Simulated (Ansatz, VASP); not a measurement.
## Two plane-wave programs on Ga3Se

```
Ga Se
1.0
     4.36119    0.00000    0.00000
     0.00000    4.36119    0.00000
     0.00000    0.00000    4.36119
Ga Se
3 1
Direct
  0.00000 0.50000 0.50000
  0.50000 0.00000 0.50000
  0.50000 0.50000 0.00000
  0.00000 0.00000 0.00000
```

Alike in both runs: functional r2SCAN; k mesh 10 × 10 × 10; occupations gaussian, width 0.1 eV; no spin polarisation.

Ansatz relaxed the structure, and its values are those at the end. VASP's run is a single point on that final structure, the one shown.

|  | VASP | Ansatz |
| --- | --- | --- |
| version | VASP 6.6.1 | Ansatz 0.2.0 |
| potentials or method | VASP PAW PBE potentials, release 64 (Ga_d, Se), cutoff 520 eV | scalar-relativistic, plane waves, PAW |
| valence electrons in the cell | 45 | 55 |

```tsv
	VASP	Ansatz	Ansatz less VASP
gap on the k mesh at the Fermi level (eV)	none	none	-
pressure (GPa)	0.0	0.0	+0.01
```

VASP's potentials were made for PBE, not for r2SCAN. A gap of «none» marks a metal or a gap that the smearing closes. VASP's potentials hold 45 valence electrons a cell and Ansatz's 55, so a difference there can come from the potentials and not from the codes.
